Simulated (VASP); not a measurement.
# ZnS in VASP: further runs, part 2 of 2

VASP 6.6.1. Earlier steps stand in the parts before.

## (3) Single point, r2SCAN (strain along [111] +1.2%)

Input file POSCAR:

```
ZnS
1.0
    0.0211934752      2.7152793095      2.7152793095
    2.7152793095      0.0211934752      2.7152793095
    2.7152793095      2.7152793095      0.0211934752
Zn S
1 1
Direct
    0.0006586669      0.0006586669      0.0006586669
    0.2493413331      0.2493413331      0.2493413331
```

Input file INCAR.step1:

```
ALGO = Normal
EDIFF = 1E-4
ENCUT = 520
GGA = PE
ISMEAR = 0
LASPH = True
LCHARG = False
LREAL = False
LWAVE = True
NBANDS = 16
NELM = 100
PREC = Accurate
SIGMA = 0.01
```

Input file INCAR.step2:

```
ALGO = Normal
EDIFF = 1E-6
ENCUT = 520
ISIF = 2
ISMEAR = 0
ISTART = 1
LASPH = True
LCHARG = True
LELF = True
LMIXTAU = True
LREAL = False
LVHAR = True
LWAVE = False
METAGGA = R2SCAN
NBANDS = 16
NELM = 100
PREC = Accurate
SIGMA = 0.01
```

Input file KPOINTS:

```
k-points
0
Gamma
  8 8 8
```

Potentials or basis: VASP PAW PBE potentials, release 64 (Zn, S).

The run is started by

```console
> cat potpaw_PBE.64/Zn/POTCAR potpaw_PBE.64/S/POTCAR > POTCAR
> cp INCAR.step1 INCAR
> mpirun -np 1 vasp_std > vasp.out
> cp INCAR.step2 INCAR
> mpirun -np 1 vasp_std > vasp.out
```

OUTCAR:

```text
EDIFF = 1E-6
   ENCUT = 520
   ISIF = 2
   ISMEAR = 0
   ISTART = 1
   LASPH = True
   LREAL = False
   METAGGA = R2SCAN
   NELM = 100
   PREC = Accurate

 ion  position               nearest neighbor table
   1  0.001  0.001  0.001-   2 2.34   2 2.34   2 2.34   2 2.35
   2  0.249  0.249  0.249-   1 2.34   1 2.34   1 2.34   1 2.35

  LATTYP: Found a trigonal (rhomboedric) cell.
 ALAT       =     3.8400433097
 COS(alpha) =     0.5077897974

  Lattice vectors:

 A1 = (   0.0211934752,   2.7152793095,   2.7152793095)
 A2 = (   2.7152793095,   0.0211934752,   2.7152793095)
 A3 = (   2.7152793095,   2.7152793095,   0.0211934752)

Analysis of symmetry for initial positions (statically):
=====================================================================
 Subroutine PRICEL returns:
 Original cell was already a primitive cell.

 Routine SETGRP: Setting up the symmetry group for a
 trigonal (rhombohedral) supercell.

 Subroutine GETGRP returns: Found  6 space group operations
 (whereof  6 operations were pure point group operations)
 out of a pool of 12 trial point group operations.

The static configuration has the point symmetry C_3v.

Analysis of symmetry for dynamics (positions and initial velocities):
=====================================================================
 Subroutine PRICEL returns:
 Original cell was already a primitive cell.

 Routine SETGRP: Setting up the symmetry group for a
 trigonal (rhombohedral) supercell.

 Subroutine GETGRP returns: Found  6 space group operations
 (whereof  6 operations were pure point group operations)
 out of a pool of 12 trial point group operations.

The dynamic configuration has the point symmetry C_3v.

 Subroutine INISYM returns: Found  6 space group operations
 (whereof  6 operations are pure point group operations),
 and found     1 'primitive' translations

----------------------------------------------------------------------------------------
[... 112 lines left out ...]
     AMIX     =   0.40;   BMIX     =  1.00
     AMIX_MAG =   1.60;   BMIX_MAG =  1.00
  volume/ion in A,a.u.               =      19.78       133.51
  Fermi-wavevector in a.u.,A,eV,Ry     =   1.259059  2.379276 21.568351  1.585229
  Thomas-Fermi vector in A             =   2.392637
   LORBIT       =      0    0 simple, 1 ext, 2 COOP (PROOUT), +10 PAW based schemes
   METAGGA = R2SCAN    functional components
   LHFCALC =     F    Hartree Fock is set to
   AEXX    =    0.0000 exact exchange contribution
   IVDW    =     0    specifies the selected vdW correction
   LEPSILON=     F    determine dielectric tensor
   LRPA    =     F    only Hartree local field effects (RPA)
 non-spin polarized calculation
 Gauss-broadening in eV      SIGMA  =   0.01
  energy-cutoff  :      520.00
  volume of cell :       39.57
 maximum number of plane-waves:      1076
 NGX is ok and might be reduce to    30
   NGX = 15   NGY = 15   NGZ = 15

 number of electron      18.0000013 magnetization

 Free energy of the ion-electron system (eV)
  ---------------------------------------------------
  ext. energy  EPLUGINS =         0.00000000
  ---------------------------------------------------
  free energy    TOTEN  =       -18.86427465 eV

  energy without entropy =      -18.86427465  energy(sigma->0) =      -18.86427465

 E-fermi :   1.8765     XC(G=0): -10.2692

 val. band max:        1.8247147695   @ k =   0.0000   0.0000   0.0000
 cond. band min:       4.4611820154   @ k =   0.0000   0.0000   0.0000
 fundamental gap:      2.6364672459
 Fermi energy:         1.8764753991

 k-point     1 :       0.0000    0.0000    0.0000
  band No.  band energies     occupation
      1     -11.8502      2.00000
      2      -4.6884      2.00000
      3      -4.6815      2.00000
      4      -4.6815      2.00000
      5      -4.1423      2.00000
      6      -4.1423      2.00000
[... 433 lines left out ...]
      3      -4.5816      2.00000
      4      -4.5504      2.00000
      5      -4.1560      2.00000
      6      -4.1148      2.00000
[... 8 lines left out ...]
     15      14.7223      0.00000
     16      15.7098      0.00000

 [... further k-points ...]

------------------------ aborting loop because EDIFF is reached ----------------------------------------

  FORCE on cell =-STRESS in cart. coord.  units (eV):
  Direction    XX          YY          ZZ          XY          YZ          ZX
  --------------------------------------------------------------------------------------
  -------------------------------------------------------------------------------------
  Total       -0.2074171     -0.2074171     -0.2074171     -0.0987764     -0.0987764     -0.0987764
  in kB       -8.3983933     -8.3983933     -8.3983933     -3.9994904     -3.9994904     -3.9994904
  external PRESSURE =      -8.3983933 kB  Pullay stress =       0.0000000 kB

 VOLUME and BASIS-vectors are now :
 -----------------------------------------------------------------------------
  energy-cutoff  :      520.00
  volume of cell :       39.57
      direct lattice vectors                 reciprocal lattice vectors
     0.021193475  2.715279310  2.715279310    -0.186313192  0.184870231  0.184870231
     2.715279310  0.021193475  2.715279310     0.184870231 -0.186313192  0.184870231
     2.715279310  2.715279310  0.021193475     0.184870231  0.184870231 -0.186313192

 POSITION                                       TOTAL-FORCE (eV/Angst)
 -----------------------------------------------------------------------------------
      0.00359      0.00359      0.00359        -0.000246     -0.000246     -0.000246
      1.35935      1.35935      1.35935         0.000246      0.000246      0.000246
 -----------------------------------------------------------------------------------
    total drift:                               -0.001553     -0.001553     -0.001553

  FREE ENERGIE OF THE ION-ELECTRON SYSTEM (eV)
  ---------------------------------------------------
  free  energy   TOTEN  =       -18.8642746452 eV

  energy  without entropy=      -18.8642746452  energy(sigma->0) =      -18.86427465
```

OUTCAR.step1:

```text
EDIFF = 1E-4
   ENCUT = 520
   GGA = PE
   ISMEAR = 0
   LASPH = True
[... 678 lines left out ...]
 -----------------------------------------------------------------------------------
      0.00359      0.00359      0.00359         0.002262      0.002262      0.002262
      1.35935      1.35935      1.35935        -0.002262     -0.002262     -0.002262
 -----------------------------------------------------------------------------------
    total drift:                               -0.000239     -0.000239     -0.000239

  FREE ENERGIE OF THE ION-ELECTRON SYSTEM (eV)
  ---------------------------------------------------
  free  energy   TOTEN  =        -6.8472406122 eV

  energy  without entropy=       -6.8472406122  energy(sigma->0) =       -6.84724061
```

It took 82 s on 1 thread of Intel Xeon 6975P-C (Granite Rapids), shared host; peak memory 0.19 GiB.

Results:

| Property | Result |
| --- | --- |
| Free energy | -18.8643 eV |
| Pressure | -0.8 GPa |
| Band gap on the k mesh | 2.64 eV |

Stress tensor (GPa, compression positive):
```
-0.84 -0.40 -0.40
-0.40 -0.84 -0.40
-0.40 -0.40 -0.84
```

Caveat: the cell differs from its parent crystal (strain along [111] +1.2%); the PAW data sets were made with another functional, which shifts forces and pressure a little.
